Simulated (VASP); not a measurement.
# KCd2 (P4_2/mnm) in VASP: notebook

Runs on KCd2. Level: PBE. Tasks: single point.

Program: VASP 6.6.1. These are calculated values, not measurements. Logs are shortened: lines on timing, memory, paths and dates and some standing lists are left out, and cuts for length are marked.

## 1. The cell of the first run

Symmetry: P4_2/mnm, No. 136, tetragonal system. The conventional cell has a = 6.530 Å, b = 6.530 Å, c = 4.206 Å, α = 90.00°, β = 90.00°, γ = 90.00°. K (site symmetry mmm) has 6 Cd at 2.76 to 2.83 Å within 3.6 Å. Cd (site symmetry m2m) has 3 K at 2.76 to 2.83 Å and 1 Cd at 3.58 Å within 3.6 Å.

## 2. Single point, PBE

The input, INCAR:

```
PREC = Accurate ; ENCUT = 520
EDIFF = 1E-6 ; ISMEAR = 0
SIGMA = 0.1 ; LREAL = False
LASPH = True ; NELM = 60
ALGO = Fast ; ISIF = 2
LWAVE = False ; LCHARG = True
GGA = PE ; LELF = True
LVHAR = True ; NBANDS = 42
```

The input, KPOINTS:

```
regular mesh
0
Gamma
  4 4 4
```

The input, POSCAR:

```
KCd2
1.0
    6.5301138226      0.0000000000      0.0000000000
    0.0000000000      6.5301138226      0.0000000000
    0.0000000000      0.0000000000      4.2060528518
K Cd
2 4
Direct
    0.0000000000      0.0000000000      0.0000000000
    0.5000000000      0.5000000000      0.5000000000
    0.3060000000      0.3060000000      0.0000000000
    0.1940000000      0.8060000000      0.5000000000
    0.6940000000      0.6940000000      0.0000000000
    0.8060000000      0.1940000000      0.5000000000
```

Potentials or basis: VASP PAW PBE potentials, release 64 (K_sv, Cd).

Started as:

```
cat potpaw_PBE.64/K_sv/POTCAR potpaw_PBE.64/Cd/POTCAR > POTCAR
mpirun -np 1 vasp_std > vasp.out
```

OUTCAR:

```text
PREC = Accurate
   ENCUT = 520
   EDIFF = 1E-6
   ISMEAR = 0
   LREAL = False
   LASPH = True
   NELM = 60
   ISIF = 2
   GGA = PE

 ion  position               nearest neighbor table
   1  0.000  0.000  0.000-   4 2.76   6 2.76   4 2.76   6 2.76   5 2.83   3 2.83
   2  0.500  0.500  0.500-   3 2.76   5 2.76   3 2.76   5 2.76   4 2.83   6 2.83
   3  0.306  0.306  0.000-   2 2.76   2 2.76   1 2.83   5 3.58
   4  0.194  0.806  0.500-   1 2.76   1 2.76   2 2.83   6 3.58
   5  0.694  0.694  0.000-   2 2.76   2 2.76   1 2.83   3 3.58
   6  0.806  0.194  0.500-   1 2.76   1 2.76   2 2.83   4 3.58

  LATTYP: Found a simple tetragonal cell.
 ALAT       =     6.5301138226
 C/A-ratio  =     0.6441010013

  Lattice vectors:

 A1 = (   6.5301138226,   0.0000000000,   0.0000000000)
 A2 = (   0.0000000000,   6.5301138226,   0.0000000000)
 A3 = (   0.0000000000,   0.0000000000,   4.2060528518)

Analysis of symmetry for initial positions (statically):
=====================================================================
 Subroutine PRICEL returns:
 Original cell was already a primitive cell.

 Routine SETGRP: Setting up the symmetry group for a
 simple tetragonal supercell.

 Subroutine GETGRP returns: Found 16 space group operations
 (whereof  8 operations were pure point group operations)
 out of a pool of 16 trial point group operations.

The static configuration has the point symmetry D_2h.
 The point group associated with its full space group is D_4h.

Analysis of symmetry for dynamics (positions and initial velocities):
=====================================================================
 Subroutine PRICEL returns:
 Original cell was already a primitive cell.

 Routine SETGRP: Setting up the symmetry group for a
 simple tetragonal supercell.

 Subroutine GETGRP returns: Found 16 space group operations
 (whereof  8 operations were pure point group operations)
 out of a pool of 16 trial point group operations.

The dynamic configuration has the point symmetry D_2h.
 The point group associated with its full space group is D_4h.

 Subroutine INISYM returns: Found 16 space group operations
 (whereof  8 operations are pure point group operations),
 and found     1 'primitive' translations

----------------------------------------------------------------------------------------

                                     Primitive cell

  volume of cell :     179.3561

[... 91 lines left out ...]
   EDIFFG = 0.1E-04   stopping-criterion for IOM
   NSW    =      0    number of steps for IOM
   IBRION =     -1    ionic relax: 0-MD 1-quasi-New 2-CG
   NFREE  =      0    steps in history (QN), initial steepest desc. (CG)
   ISIF   =      2    stress and relaxation
   ISYM   =      2    0-nonsym 1-usesym 2-fastsym
   POTIM  = 0.5000    time-step for ionic-motion
   TEBEG  =    0.0;   TEEND  =   0.0 temperature during run
   PSTRESS=    0.0 pullay stress
   NELECT =      66.0000    total number of electrons
   NUPDOWN=      -1.0000    fix difference up-down
   EMIN   =  10.00;   EMAX   =-10.00  energy-range for DOS
   EFERMI =   0.00;   METHOD = LEGACY
   ISMEAR =     0;   SIGMA  =   0.10  broadening in eV -4-tet -1-fermi 0-gaus
   EFERMI_NEDOS =   21; number of points for ismear=-14 and -15
   IALGO  =     68    algorithm
   IMIX   =      4    mixing-type and parameters
     AMIX     =   0.40;   BMIX     =  1.00
     AMIX_MAG =   1.60;   BMIX_MAG =  1.00
  volume/ion in A,a.u.               =      29.89       201.73
  Fermi-wavevector in a.u.,A,eV,Ry     =   1.173142  2.216918 18.725196  1.376263
  Thomas-Fermi vector in A             =   2.309560
   LORBIT       =      0    0 simple, 1 ext, 2 COOP (PROOUT), +10 PAW based schemes
   GGA     = PE    functional components
   LHFCALC =     F    Hartree Fock is set to
   AEXX    =    0.0000 exact exchange contribution
   IVDW    =     0    specifies the selected vdW correction
   LEPSILON=     F    determine dielectric tensor
   LRPA    =     F    only Hartree local field effects (RPA)
 non-spin polarized calculation
 RMM-DIIS sequential band-by-band and
 Gauss-broadening in eV      SIGMA  =   0.10
  energy-cutoff  :      520.00
  volume of cell :      179.36
 maximum number of plane-waves:      4872
 NGX is ok and might be reduce to    50
   NGX = 25   NGY = 25   NGZ = 15

 number of electron      65.9999995 magnetization

 Free energy of the ion-electron system (eV)
  ---------------------------------------------------
  ext. energy  EPLUGINS =         0.00000000
  ---------------------------------------------------
  free energy    TOTEN  =         1.00785646 eV

  energy without entropy =        1.03186306  energy(sigma->0) =        1.01985976

 E-fermi :   1.5242     XC(G=0):  -8.8946

 val. band max:        1.4805867867   @ k =   0.5000   0.0000   0.2500
 cond. band min:       1.5402843738   @ k =   0.2500   0.2500   0.2500
 fundamental gap:      0.0596975871
 Fermi energy:         1.5241703392

 k-point     1 :       0.0000    0.0000    0.0000
  band No.  band energies     occupation
      1     -29.9806      2.00000
      2     -29.9732      2.00000
      3     -13.7894      2.00000
      4     -13.7548      2.00000
      5     -13.7548      2.00000
      6     -13.7333      2.00000
[... 799 lines left out ...]
     41       5.3421      0.00000
     42       5.3422      0.00000

------------------------ aborting loop because EDIFF is reached ----------------------------------------

  FORCE on cell =-STRESS in cart. coord.  units (eV):
  Direction    XX          YY          ZZ          XY          YZ          ZX
  --------------------------------------------------------------------------------------
  -------------------------------------------------------------------------------------
  Total       11.7983419     11.7983419     18.4322992      0.0000000      0.0000000      0.0000000
  in kB      105.3938653    105.3938653    164.6545992      0.0000000      0.0000000      0.0000000
  external PRESSURE =     125.1474433 kB  Pullay stress =       0.0000000 kB

 VOLUME and BASIS-vectors are now :
 -----------------------------------------------------------------------------
  energy-cutoff  :      520.00
  volume of cell :      179.36
      direct lattice vectors                 reciprocal lattice vectors
     6.530113823  0.000000000  0.000000000     0.153136688  0.000000000  0.000000000
     0.000000000  6.530113823  0.000000000     0.000000000  0.153136688  0.000000000
     0.000000000  0.000000000  4.206052852     0.000000000  0.000000000  0.237752600

 POSITION                                       TOTAL-FORCE (eV/Angst)
 -----------------------------------------------------------------------------------
      0.00000      0.00000      0.00000         0.000000      0.000000      0.000000
      3.26506      3.26506      2.10303         0.000000      0.000000      0.000000
      1.99821      1.99821      0.00000        -0.522228     -0.522228      0.000000
      1.26684      5.26327      2.10303         0.522228     -0.522228      0.000000
      4.53190      4.53190      0.00000         0.522228      0.522228     -0.000000
      5.26327      1.26684      2.10303        -0.522228      0.522228     -0.000000
 -----------------------------------------------------------------------------------
    total drift:                                0.000000     -0.000000      0.000000

  FREE ENERGIE OF THE ION-ELECTRON SYSTEM (eV)
  ---------------------------------------------------
  free  energy   TOTEN  =         1.0078564579 eV

  energy  without entropy=        1.0318630650  energy(sigma->0) =        1.01985976
```

OSZICAR:

```text
N       E                     dE             d eps       ncg     rms          rms(c)
DAV:   1     0.533808474836E+03    0.53381E+03   -0.32940E+04  1512   0.149E+03
DAV:   2     0.284489349246E+02   -0.50536E+03   -0.49005E+03  1572   0.416E+02
DAV:   3     0.215030166123E+01   -0.26299E+02   -0.25991E+02  2074   0.907E+01
DAV:   4     0.912452294498E+00   -0.12378E+01   -0.12311E+01  2238   0.106E+01
DAV:   5     0.889810741087E+00   -0.22642E-01   -0.22635E-01  1878   0.117E+00    0.181E+01
RMM:   6     0.998313541507E+00    0.10850E+00   -0.31290E-01  1561   0.310E+00    0.105E+01
RMM:   7     0.100590179533E+01    0.75883E-02   -0.12161E-01  1651   0.138E+00    0.101E+00
RMM:   8     0.100808229906E+01    0.21805E-02   -0.23399E-02  1845   0.104E+00    0.191E-01
RMM:   9     0.100795667995E+01   -0.12562E-03   -0.21471E-03  2000   0.211E-01    0.479E-02
RMM:  10     0.100789549521E+01   -0.61185E-04   -0.70840E-04  2104   0.125E-01    0.346E-02
RMM:  11     0.100787075763E+01   -0.24738E-04   -0.19873E-04  2420   0.461E-02    0.627E-03
RMM:  12     0.100786261410E+01   -0.81435E-05   -0.72840E-05  2447   0.242E-02    0.620E-03
RMM:  13     0.100785923959E+01   -0.33745E-05   -0.28372E-05  2137   0.145E-02    0.301E-03
RMM:  14     0.100785760736E+01   -0.16322E-05   -0.13328E-05  1700   0.912E-03    0.241E-03
RMM:  15     0.100785654306E+01   -0.10643E-05   -0.61162E-06  1548   0.707E-03    0.193E-03
RMM:  16     0.100785645791E+01   -0.85147E-07   -0.31154E-06  1228   0.500E-03
   1 F= 0.10078565E+01 E0= 0.10198598E+01  d E =-.240066E-01
```

stdout:

```text
POSCAR found type information on POSCAR K Cd
 POSCAR found :  2 types and       6 ions
 scaLAPACK will be used
 LDA part: xc-table for (Slater+PW92), standard interpolation
 POSCAR, INCAR and KPOINTS ok, starting setup
 FFT: planning ... GRIDC
 FFT: planning ... GRID_SOFT
 FFT: planning ... GRID
 WAVECAR not read
 entering main loop
WARNING in EDDRMM: call to ZHEGV failed, returncode =   6  3     36
WARNING in EDDRMM: call to ZHEGV failed, returncode =   8  4     34
```

It took 3.7 min on 1 thread of Oxide Virtual Turin-like, shared host; peak memory 0.29 GiB.

What came out:

| Quantity | Value |
| --- | --- |
| Free energy | 1.0079 eV |
| Pressure | 12.5 GPa |
| Largest force | 0.739 eV/Å |
| Band gap on the k mesh | zero (bands 33 and 34 overlap by 1.83 eV) |

Forces in eV/Å, atoms in the order of the input:
```
K    0.000  0.000  0.000
K    0.000  0.000  0.000
Cd  -0.522 -0.522  0.000
Cd   0.522 -0.522  0.000
Cd   0.522  0.522  0.000
Cd  -0.522  0.522  0.000
```

Stress tensor (GPa, compression positive):
```
10.54  0.00  0.00
 0.00 10.54  0.00
 0.00  0.00 16.47
```

Caveat: the k points lie up to 0.37 Å⁻¹ apart, too coarse for converged energies and pressures of a metal.

## 3. Single point, PBE

This run uses another cell than the first one, of 54.03 Å³/atom.

The input, INCAR:

```
PREC = Accurate
ENCUT = 520
EDIFF = 1E-7
ISMEAR = 0
SIGMA = 0.1
LREAL = False
LASPH = True
NELM = 100
ALGO = Fast
ISIF = 2
LWAVE = False
LCHARG = False
GGA = PE
NBANDS = 42
```

KPOINTS is that of step 2.

The input, POSCAR:

```
KCd2
1.0
    6.9401716192      0.0000000000      0.0000000000
    0.0000000000      6.9401716192      0.0000000000
    0.0000000000      0.0000000000      6.7305940237
K Cd
2 4
Direct
    0.0000000000      0.0000000000      0.0000000000
    0.5000000000      0.5000000000      0.5000000000
    0.3491237716      0.3491237716      0.0000000000
    0.1508762284      0.8491237716      0.5000000000
    0.6508762284      0.6508762284      0.0000000000
    0.8491237716      0.1508762284      0.5000000000
```

Potentials or basis: VASP PAW PBE potentials, release 64 (K_sv, Cd).

Started as:

```
cat potpaw_PBE.64/K_sv/POTCAR potpaw_PBE.64/Cd/POTCAR > POTCAR
mpirun -np 1 vasp_std > vasp.out
```

It took 8.3 min on 1 thread of Oxide Virtual Turin-like, shared host; peak memory 0.45 GiB.

Results (log left out):

- Free energy: -3.4569 eV
- Pressure: 0.1 GPa
- Largest force: 0.028 eV/Å
- Band gap on the k mesh: zero (bands 33 and 34 overlap by 1.14 eV)

Forces on the atoms (eV/Å):
```
K    0.000  0.000  0.000
K    0.000  0.000  0.000
Cd  -0.020 -0.020  0.000
Cd   0.020 -0.020  0.000
Cd   0.020  0.020  0.000
Cd  -0.020  0.020  0.000
```

Levels at points of the mesh, in eV from the Fermi level:
```csv
k point,band 31,band 32,band 33,band 34,band 35,band 36
"(0.00, 0.00, 0.00)",-1.84,-1.84,0.02,0.34,0.56,0.82
"(0.50, 0.00, 0.00)",-2.07,-2.07,0.21,0.21,0.68,0.68
"(0.50, 0.50, 0.00)",-2.41,-2.41,0.67,0.67,0.88,0.88
"(0.00, 0.00, 0.50)",-1.80,-1.80,-0.18,-0.18,0.98,0.98
"(0.50, 0.00, 0.50)",-2.40,-2.40,-0.01,-0.01,1.01,1.01
"(0.50, 0.50, 0.50)",-2.26,-2.26,-0.46,-0.46,-0.27,-0.27
```

## 4. Single point, PBE

This run uses another cell than the first one, of 54.04 Å³/atom.

The input, INCAR:

```
  PREC = Accurate
  ENCUT = 520
  EDIFF = 1E-6
  ISMEAR = 0
  SIGMA = 0.1
  LREAL = False
  LASPH = True
  NELM = 100
  ALGO = Fast
  ISIF = 2
  LWAVE = False
  LCHARG = False
  GGA = PE
  NBANDS = 42
```

The input, KPOINTS:

```
regular mesh
0
Gamma
  6 6 6
```

The input, POSCAR:

```
KCd2
1.0
    6.9182338062      0.0000000000      0.0000000000
    0.0000000000      6.9182338062      0.0000000000
    0.0000000000      0.0000000000      6.7745679085
K Cd
2 4
Direct
    0.0000000000      0.0000000000      0.0000000000
    0.5000000000      0.5000000000      0.5000000000
    0.3486191333      0.3486191333      0.0000000000
    0.1513808667      0.8486191333      0.5000000000
    0.6513808667      0.6513808667      0.0000000000
    0.8486191333      0.1513808667      0.5000000000
```

Started as:

```
cat potpaw_PBE.64/K_sv/POTCAR potpaw_PBE.64/Cd/POTCAR > POTCAR
mpirun -np 1 vasp_std > vasp.out
```

Run time: 16 min. Hardware: 1 thread of Oxide Virtual Turin-like, shared host; peak memory 0.62 GiB.

The run converged. Its results:

| Item | Value |
| --- | --- |
| Free energy | -3.4456 eV |
| Pressure | 0.0 GPa |
| Largest force | 0.004 eV/Å |
| Band gap on the k mesh | zero (bands 33 and 34 overlap by 1.15 eV) |

Forces on the atoms (eV/Å):
```
K    0.000  0.000  0.000
K    0.000  0.000  0.000
Cd  -0.003 -0.003  0.000
Cd   0.003 -0.003  0.000
Cd   0.003  0.003  0.000
Cd  -0.003  0.003  0.000
```

Levels at points of the mesh, in eV from the Fermi level:
```
           k point  band 31  band 32  band 33  band 34  band 35  band 36
(0.00, 0.00, 0.00)    -1.85    -1.85    -0.03     0.31     0.54     0.80
(0.50, 0.00, 0.00)    -2.10    -2.10     0.20     0.20     0.64     0.64
(0.50, 0.50, 0.00)    -2.43    -2.43     0.64     0.64     0.84     0.84
(0.00, 0.00, 0.50)    -1.82    -1.82    -0.19    -0.19     0.97     0.97
(0.50, 0.00, 0.50)    -2.42    -2.42    -0.02    -0.02     1.00     1.00
(0.50, 0.50, 0.50)    -2.28    -2.28    -0.48    -0.48    -0.30    -0.30
```

## 5. The runs side by side

| cell | k mesh | further INCAR settings | gap on the mesh (eV) | pressure (GPa) | largest force (eV/Å) |
| --- | --- | --- | --- | --- | --- |
| a = 6.530, b = 6.530, c = 4.206 Å, 6 atoms, atomic positions A | 4 × 4 × 4 | ALGO = Fast; EDIFF = 1e-06; NBANDS = 42 | none | 12.5 | 0.74 |
| a = 6.940, b = 6.940, c = 6.731 Å, 6 atoms, atomic positions B | 4 × 4 × 4 | ALGO = Fast; EDIFF = 1e-07; NBANDS = 42 | none | 0.1 | 0.03 |
| a = 6.918, b = 6.918, c = 6.775 Å, 6 atoms, atomic positions C | 6 × 6 × 6 | ALGO = Fast; EDIFF = 1e-06; NBANDS = 42 | none | 0.0 | - |

Alike in all rows: task single point; level PBE; potentials or basis VASP PAW PBE potentials, release 64 (K_sv, Cd); no spin polarisation; cutoff (eV) 520; smearing gaussian 0.1 eV.

Caveats: some runs use coarse meshes.

Total energies depend on the potentials used, so only differences within one code and one set of settings carry meaning.

The gap in the log of VASP goes by the Fermi energy; the results here count the filled bands.